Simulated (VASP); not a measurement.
# Be in VASP: further runs, part 2 of 2

VASP 6.6.1.

**4. Single point, LDA**

The input, INCAR:

```
SYSTEM = Be
  PREC = Accurate
  ENCUT = 600
  EDIFF = 1E-6
  ISMEAR = -1
  SIGMA = 0.1
  LREAL = .False.
  LASPH = .True.
  NELM = 120
  ALGO = Normal
  ISIF = 2
  LWAVE = .False.
  LCHARG = .False.
  GGA = CA
  NBANDS = 12
  GGA_COMPAT = .False.
```

The input, KPOINTS:

```
Automatic mesh
0
Gamma
  4 4 6
  0 0 0
```

The input, POSCAR:

```
Be
1.0
    3.7468100000      0.0000000000      0.0000000000
    0.0000000000      3.7468100000      0.0000000000
    0.0000000000      0.0000000000      2.2812800000
Be
4
Direct
    0.2954365274      0.2948656907     -0.0125807756
    0.7009269382      0.7058938903     -0.0070633419
    0.2059309109      0.7877812026      0.5206911092
    0.7977056234      0.2114592164      0.4989530087
```

Potentials or basis: VASP PAW LDA potentials, release 64 (Be).

Command:

```bash
> cat potpaw_LDA.64/Be/POTCAR > POTCAR
> mpirun -np 1 vasp_std > vasp.out
```

OUTCAR:

```text
SYSTEM = Be
   PREC = Accurate
   ENCUT = 600
   EDIFF = 1E-6
   ISMEAR = -1
   LREAL = .False.
   LASPH = .True.
   NELM = 120
   ISIF = 2
   GGA = CA

 ion  position               nearest neighbor table
   1  0.295  0.295  0.987-   3 2.16   2 2.16   4 2.19   3 2.20   4 2.21   4 2.22   4 2.24   3 2.24
                             3 2.28
   2  0.701  0.706  0.993-   1 2.16   3 2.17   4 2.20   3 2.20   4 2.21   3 2.23   4 2.23   4 2.25
                             3 2.26
   3  0.206  0.788  0.521-   1 2.16   2 2.17   2 2.20   1 2.20   4 2.20   2 2.23   1 2.24   2 2.26
                             1 2.28
   4  0.798  0.211  0.499-   1 2.19   2 2.20   3 2.20   1 2.21   2 2.21   1 2.22   2 2.23   1 2.24
                             2 2.25

  LATTYP: Found a simple tetragonal cell.
 ALAT       =     3.7468100000
 C/A-ratio  =     0.6088592696

  Lattice vectors:

 A1 = (   3.7468100000,   0.0000000000,   0.0000000000)
 A2 = (   0.0000000000,   3.7468100000,   0.0000000000)
 A3 = (   0.0000000000,   0.0000000000,   2.2812800000)

Analysis of symmetry for initial positions (statically):
=====================================================================
 Subroutine PRICEL returns:
 Original cell was already a primitive cell.

[... 184 lines left out ...]
      3       2.1052      2.00000
      4       5.5914      1.99785
      5       5.8078      1.98142
      6      11.0744      0.00000
      7      11.2642      0.00000
      8      14.1806      0.00000
      9      15.6387      0.00000
     10      17.2435      0.00000
     11      22.2425      0.00000
     12      22.3653      0.00000
[... 331 lines left out ...]
 k-point    24 :       0.5000   -0.2500    0.1667
  band No.  band energies     occupation
      1      -1.4606      2.00000
      2      -1.4322      2.00000
      3       2.4230      2.00000
      4       2.4604      2.00000
      5      11.0788      0.00000
      6      11.1427      0.00000
      7      14.7817      0.00000
      8      14.8323      0.00000
      9      16.0252      0.00000
     10      16.1908      0.00000
     11      19.3912      0.00000
     12      19.5372      0.00000

 [... further k-points ...]
[... 5 lines left out ...]
  --------------------------------------------------------------------------------------
  -------------------------------------------------------------------------------------
  Total       -1.1207380     -1.5273847     -0.3270877     -0.0694124     -0.0785910      0.1096963
  in kB      -56.0677011    -76.4112098    -16.3633729     -3.4725277     -3.9317110      5.4878320
  external PRESSURE =     -49.6140946 kB  Pullay stress =       0.0000000 kB

 VOLUME and BASIS-vectors are now :
 -----------------------------------------------------------------------------
  energy-cutoff  :      600.00
  volume of cell :       32.03
      direct lattice vectors                 reciprocal lattice vectors
     3.746810000  0.000000000  0.000000000     0.266893704  0.000000000  0.000000000
     0.000000000  3.746810000  0.000000000     0.000000000  0.266893704  0.000000000
     0.000000000  0.000000000  2.281280000     0.000000000  0.000000000  0.438350400

 POSITION                                       TOTAL-FORCE (eV/Angst)
 -----------------------------------------------------------------------------------
      1.10694      1.10481      2.25258         0.116880     -0.098764      0.321501
      2.62624      2.64485      2.26517         0.045119      0.059890      0.227447
      0.77158      2.95167      1.18784        -0.220061      0.240807     -0.465833
      2.98885      0.79230      1.13825         0.058061     -0.201933     -0.083115
 -----------------------------------------------------------------------------------
    total drift:                               -0.000006      0.000021      0.000009

  FREE ENERGIE OF THE ION-ELECTRON SYSTEM (eV)
  ---------------------------------------------------
  free  energy   TOTEN  =       -16.5600010219 eV

  energy  without entropy=      -16.5489904723  energy(sigma->0) =      -16.55449575
```

OSZICAR:

```text
N       E                     dE             d eps       ncg     rms          rms(c)
DAV:   1    -0.946109908192E+00   -0.94611E+00   -0.36572E+03  1248   0.627E+02
DAV:   2    -0.163016958864E+02   -0.15356E+02   -0.14599E+02  1592   0.945E+01
DAV:   3    -0.166660565742E+02   -0.36436E+00   -0.36243E+00  1744   0.109E+01
DAV:   4    -0.166669366083E+02   -0.88003E-03   -0.87970E-03  1508   0.510E-01
DAV:   5    -0.166669377505E+02   -0.11421E-05   -0.11417E-05  1596   0.227E-02    0.173E+00
DAV:   6    -0.165925758657E+02    0.74362E-01   -0.17797E-02  1496   0.624E-01    0.103E+00
DAV:   7    -0.165603591767E+02    0.32217E-01   -0.18388E-02  1464   0.688E-01    0.137E-01
DAV:   8    -0.165600082115E+02    0.35097E-03   -0.10527E-03  1520   0.181E-01    0.236E-02
DAV:   9    -0.165600015028E+02    0.67087E-05   -0.27723E-05  1564   0.313E-02    0.396E-03
DAV:  10    -0.165600010219E+02    0.48088E-06   -0.12124E-06  1120   0.588E-03
   1 F= -.16560001E+02 E0= -.16554496E+02  d E =-.110105E-01
```

It took 11 s on 1 thread of Intel Xeon Platinum 8259CL at 2.50GHz (Skylake/Cascade Lake), shared host; peak memory 0.13 GiB.

Results:

- Free energy: -16.5600 eV
- Pressure: -5.0 GPa
- Largest force: 0.569 eV/Å
- Band gap on the k mesh: zero (band 4 reaches 7.57 eV, above the bottom of band 5 at 5.81 eV)

Forces on the atoms (eV/Å):
```
Be   0.117 -0.099  0.322
Be   0.045  0.060  0.227
Be  -0.220  0.241 -0.466
Be   0.058 -0.202 -0.083
```

Caveat: the k points lie up to 0.46 Å⁻¹ apart.

**5. Single point, LDA**

The input, INCAR:

```
SYSTEM = Be
PREC = Accurate
ENCUT = 600
EDIFF = 1E-6
ISMEAR = -1
SIGMA = 0.1
LREAL = .FALSE.
LASPH = .TRUE.
NELM = 120
ALGO = Normal
ISIF = 2
LWAVE = .FALSE.
LCHARG = .FALSE.
NBANDS = 12
GGA_COMPAT = .FALSE.
```

The input, KPOINTS:

```
regular mesh
0
G
  4 4 6
  0 0 0
```

The input, POSCAR:

```
Be
1.0
    3.7468100000      0.0000000000      0.0000000000
    0.0000000000      3.7468100000      0.0000000000
    0.0000000000      0.0000000000      2.2812800000
Be
4
Direct
    0.2946125955      0.2934506621     -0.0181168307
    0.7001628424      0.7076342546     -0.0100612444
    0.2072898994      0.7833092168      0.5299449706
    0.7979346620      0.2156058667      0.4982331076
```

Command:

```bash
> cat potpaw_LDA.64/Be/POTCAR > POTCAR
> mpirun -np 1 vasp_std > vasp.out
```

Wall time 12 s (1 thread of Intel Xeon Platinum 8259CL at 2.50GHz (Skylake/Cascade Lake), shared host); peak memory 0.13 GiB.

Results (log left out):

* Free energy: -16.5316 eV
* Pressure: -4.8 GPa
* Largest force: 0.834 eV/Å
* Band gap on the k mesh: zero (band 4 reaches 7.58 eV, above the bottom of band 5 at 5.91 eV)

Forces on the atoms (eV/Å):
```
Be   0.183 -0.142  0.468
Be   0.059  0.080  0.329
Be  -0.325  0.349 -0.684
Be   0.084 -0.287 -0.113
```

Stress tensor (GPa, compression positive):
```
-5.12 -0.54  0.84
-0.54 -8.15 -0.64
 0.84 -0.64 -1.18
```

Levels at points of the mesh, in eV from the Fermi level:
```tsv
k point	band 1	band 2	band 3	band 4	band 5	band 6	band 7	band 8	band 9
(0.00, 0.00, 0.00)	-10.79	-4.71	-4.25	-0.73	-0.42	4.61	4.90	7.94	9.34
(0.50, 0.00, 0.00)	-8.87	-8.83	-2.37	-2.30	1.55	1.63	9.13	9.39	11.60
(0.00, 0.50, 0.00)	-8.92	-8.78	-2.53	-2.33	1.77	1.84	8.91	9.37	11.47
(0.50, 0.50, 0.00)	-6.98	-6.92	-6.79	-6.76	8.22	8.55	9.02	9.40	12.39
(0.00, 0.00, 0.50)	-5.60	-5.41	1.10	1.26	1.81	2.38	2.43	3.08	7.73
(0.50, 0.00, 0.50)	-4.29	-4.11	-3.29	-3.03	3.73	4.09	5.23	5.62	6.96
(0.00, 0.50, 0.50)	-4.22	-4.02	-3.37	-3.13	3.78	4.10	5.05	5.37	7.28
(0.50, 0.50, 0.50)	-3.55	-3.49	-3.28	-3.21	2.06	2.09	2.17	2.25	12.30
```

Caveat: the k points lie up to 0.46 Å⁻¹ apart.
